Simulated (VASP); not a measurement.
# HfB (Fm-3m) in VASP: settings compared, part 2 of 2

VASP 6.6.1.

**4. Single point, PBE+D4**

This run uses another cell than the first one, of 13.83 Å³/atom, 1.020 times its volume.

The input, INCAR:

```
SYSTEM = HfB
  PREC = Accurate
  ENCUT = 520
  EDIFF = 1E-6
  ISMEAR = -1
  SIGMA = 0.05
  LREAL = .FALSE.
  LASPH = .TRUE.
  NELM = 60
  ALGO = Normal
  ISIF = 2
  LWAVE = .FALSE.
  LCHARG = .TRUE.
  GGA = PE
  IVDW = 13
  LELF = .TRUE.
  LVHAR = .TRUE.
  NBANDS = 14
```

The input, KPOINTS:

```
regular mesh
0
G
  10 10 10
  0 0 0
```

The input, POSCAR:

```
HfB
1.0
    0.0000000000      2.4003566652      2.4003566652
    2.4003566652      0.0000000000      2.4003566652
    2.4003566652      2.4003566652      0.0000000000
Hf B
1 1
Direct
    0.5000000000      0.5000000000      0.5000000000
    0.0000000000      0.0000000000      0.0000000000
```

Potentials or basis: VASP PAW PBE potentials, release 64 (Hf_pv, B).

On the command line:

```sh
$ cat potpaw_PBE.64/Hf_pv/POTCAR potpaw_PBE.64/B/POTCAR > POTCAR
$ mpirun -np 1 vasp_std > vasp.out
```

OUTCAR:

```text
SYSTEM = HfB
   PREC = Accurate
   ENCUT = 520
   EDIFF = 1E-6
   ISMEAR = -1
   LREAL = .FALSE.
   LASPH = .TRUE.
   NELM = 60
   ISIF = 2
   GGA = PE
   IVDW = 13

 ion  position               nearest neighbor table
   1  0.500  0.500  0.500-   2 2.40   2 2.40   2 2.40   2 2.40   2 2.40   2 2.40
   2  0.000  0.000  0.000-   1 2.40   1 2.40   1 2.40   1 2.40   1 2.40   1 2.40

  LATTYP: Found a face centered cubic cell.
 ALAT       =     4.8007133304

  Lattice vectors:

 A1 = (   0.0000000000,   2.4003566652,   2.4003566652)
 A2 = (   2.4003566652,   0.0000000000,   2.4003566652)
 A3 = (   2.4003566652,   2.4003566652,   0.0000000000)

Analysis of symmetry for initial positions (statically):
=====================================================================
 Subroutine PRICEL returns:
 Original cell was already a primitive cell.

 Routine SETGRP: Setting up the symmetry group for a
 face centered cubic supercell.

 Subroutine GETGRP returns: Found 48 space group operations
 (whereof 48 operations were pure point group operations)
 out of a pool of 48 trial point group operations.

The static configuration has the point symmetry O_h .

Analysis of symmetry for dynamics (positions and initial velocities):
=====================================================================
 Subroutine PRICEL returns:
 Original cell was already a primitive cell.

 Routine SETGRP: Setting up the symmetry group for a
 face centered cubic supercell.

 Subroutine GETGRP returns: Found 48 space group operations
 (whereof 48 operations were pure point group operations)
 out of a pool of 48 trial point group operations.

The dynamic configuration has the point symmetry O_h .

 Subroutine INISYM returns: Found 48 space group operations
 (whereof 48 operations are pure point group operations),
 and found     1 'primitive' translations

----------------------------------------------------------------------------------------

                                     Primitive cell

  volume of cell :      27.6603

  direct lattice vectors                    reciprocal lattice vectors
     0.000000000  2.400356665  2.400356665    -0.208302377  0.208302377  0.208302377
[... 120 lines left out ...]
 maximum number of plane-waves:       757
 NGX is ok and might be reduce to    28
   NGX = 13   NGY = 13   NGZ = 13

 number of electron      13.0000000 magnetization

 Free energy of the ion-electron system (eV)
  ---------------------------------------------------
  ext. energy  EPLUGINS =         0.00000000
  ---------------------------------------------------
  free energy    TOTEN  =       -17.45122667 eV

  energy without entropy =      -17.43642842  energy(sigma->0) =      -17.44382755

 E-fermi :   4.3903     XC(G=0): -11.7624

 val. band max:        4.3878181588   @ k =  -0.4000   0.4000   0.1000
 cond. band min:       4.4085340231   @ k =   0.3000   0.2000   0.1000
 fundamental gap:      0.0207158644
 Fermi energy:         4.3902832796

 k-point     1 :       0.0000    0.0000    0.0000
  band No.  band energies     occupation
      1     -24.4983      2.00000
      2     -24.4983      2.00000
      3     -24.4983      2.00000
      4      -4.7812      2.00000
      5       6.4854      0.00000
      6       6.4854      0.00000
      7       6.4854      0.00000
      8       8.0427      0.00000
      9       8.0427      0.00000
     10       8.0427      0.00000
     11       8.2019      0.00000
     12       8.2019      0.00000
     13      15.6414      0.00000
     14      15.7127      0.00000
[... 377 lines left out ...]
      1     -24.8509      2.00000
      2     -24.6428      2.00000
      3     -24.6283      2.00000
      4      -2.0616      2.00000
      5       2.2902      2.00000
      6       3.7997      1.99999
      7       5.5720      0.00000
      8       6.3165      0.00000
      9      10.0263      0.00000
     10      11.4276      0.00000
     11      11.6998      0.00000
     12      15.1968      0.00000
     13      15.6975      0.00000
     14      18.9131      0.00000

 [... further k-points ...]

------------------------ aborting loop because EDIFF is reached ----------------------------------------

  DFT-D4 for vdW energy calculation

  Edisp (eV):   -0.55410

  FORCE on cell =-STRESS in cart. coord.  units (eV):
  Direction    XX          YY          ZZ          XY          YZ          ZX
  --------------------------------------------------------------------------------------
  -------------------------------------------------------------------------------------
  Total       0.03590     0.03590     0.03590     0.00000    -0.00000     0.00000
  in kB       2.07963     2.07963     2.07963     0.00000    -0.00000     0.00000
  external pressure =        2.08 kB  Pullay stress =        0.00 kB

 VOLUME and BASIS-vectors are now :
 -----------------------------------------------------------------------------
  energy-cutoff  :      520.00
  volume of cell :       27.66
      direct lattice vectors                 reciprocal lattice vectors
     0.000000000  2.400356665  2.400356665    -0.208302377  0.208302377  0.208302377
     2.400356665  0.000000000  2.400356665     0.208302377 -0.208302377  0.208302377
     2.400356665  2.400356665  0.000000000     0.208302377  0.208302377 -0.208302377

 POSITION                                       TOTAL-FORCE (eV/Angst)
 -----------------------------------------------------------------------------------
      2.40036      2.40036      2.40036         0.000000      0.000000      0.000000
      0.00000      0.00000      0.00000        -0.000000     -0.000000     -0.000000
 -----------------------------------------------------------------------------------
    total drift:                                0.000000      0.000000      0.000000

  FREE ENERGIE OF THE ION-ELECTRON SYSTEM (eV)
  ---------------------------------------------------
  free  energy   TOTEN  =       -18.0053246028 eV

  energy  without entropy=      -17.9905263526  energy(sigma->0) =      -17.99792548
```

Wall time 10 s (1 thread of Intel Xeon 6975P-C (Granite Rapids), shared host); peak memory 0.16 GiB.

What came out:

- Free energy: -18.0053 eV
- Pressure: 0.2 GPa
- Dispersion energy per atom: -0.277 eV

Levels at points of the mesh, in eV from the Fermi level:
| k point | band 3 | band 4 | band 5 | band 6 | band 7 | band 8 | band 9 | band 10 | band 11 | band 12 |
| --- | --- | --- | --- | --- | --- | --- | --- | --- | --- | --- |
| (0.00, 0.00, 0.00) | -28.89 | -9.17 | 2.10 | 2.10 | 2.10 | 3.65 | 3.65 | 3.65 | 3.81 | 3.81 |
| (0.50, 0.00, 0.00) | -28.94 | -4.65 | -4.41 | -1.15 | -1.15 | 5.81 | 5.81 | 6.66 | 7.84 | 12.91 |
| (0.50, 0.50, 0.00) | -29.06 | -6.40 | -1.19 | -0.80 | 2.02 | 2.02 | 5.54 | 6.96 | 6.96 | 7.98 |

Caveat: spin-orbit coupling is left out, which moves the levels of the heavy elements; pairwise dispersion overbinds metals, which lowers pressure and volume.

**5. Summary**

```tsv
level	cell	gap on the mesh (eV)	pressure (GPa)
PBEsol+D4	a = 3.372 Å, angles 60.0°, 2 atoms	none	0.4
PBE+D3(BJ)	a = 3.391 Å, angles 60.0°, 2 atoms	none	0.2
PBE+D4	a = 3.395 Å, angles 60.0°, 2 atoms	none	0.2
```

Alike in all rows: task single point; potentials or basis VASP PAW PBE potentials, release 64 (Hf_pv, B); no spin polarisation; k mesh 10 × 10 × 10; cutoff (eV) 520; smearing fermi-dirac 0.05 eV.

Caveats: spin-orbit coupling is left out, which moves the levels of the heavy elements; pairwise dispersion overbinds metals, which lowers pressure and volume; the PAW data sets were made with another functional, which shifts forces and pressure a little (some runs).

Total energies depend on the potentials used, so only differences within one code and one set of settings carry meaning.
